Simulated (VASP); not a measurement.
A run of VASP 6.6.1:

File INCAR:

```
PREC = Accurate ; ENCUT = 520
EDIFF = 1E-7 ; ISMEAR = 0
SIGMA = 0.1 ; LREAL = F
LASPH = T ; NELM = 100
ALGO = Normal ; ISIF = 2
LWAVE = F ; LCHARG = F
GGA = PE ; NBANDS = 69
ISYM = 0
```

File KPOINTS:

```
Automatic mesh
0
Gamma
  3 3 3
```

The input POSCAR:

```
TiC
1.0
    5.2675710324     -0.0161732707     -0.3195749013
   -0.0435482443      5.3400654409     -0.0865438638
   -0.2935276047     -0.0761589423      5.4887094522
Ti C
7 7
Direct
    0.5212290970      0.3463378890      0.3379734251
    0.7638469508      0.9638743019      0.7319821630
    0.2374734108      0.7773547267      0.5443752038
    0.4060598462      0.3748732930      0.8414096610
    0.0406881164      0.2524258978      0.4432521752
    0.3635208498      0.8777978227      1.0847863552
    0.9067704773      0.5743474544      0.0816739557
    0.7772490634      0.4120843461      0.7046362215
    0.8435264672      0.5997250024      0.5150873681
    0.7380540743      0.9879112884      0.2849165686
    0.1036688538      0.2044345032      0.0672664682
    0.6304394967      0.7609427670      0.3997580148
    1.0188585951      0.2941796420      0.8199662102
    0.9911837508     -0.0373937876      0.1731964160
```

Potentials or basis: VASP PAW PBE potentials, release 64 (Ti_sv, C).

The run is started by

```bash
$ cat potpaw_PBE.64/Ti_sv/POTCAR potpaw_PBE.64/C/POTCAR > POTCAR
$ mpirun -np 1 vasp_std > vasp.out
```

Hardware: 1 thread of Intel(R) Xeon(R) 6975P-C (Granite Rapids), on a shared host.

Estimate the wall time of this run.

Wall time 3.2 min on 1 thread of Intel(R) Xeon(R) 6975P-C (Granite Rapids), on a shared host, peak memory 0.28 GiB. Counts: scf iterations 23, k points 14.
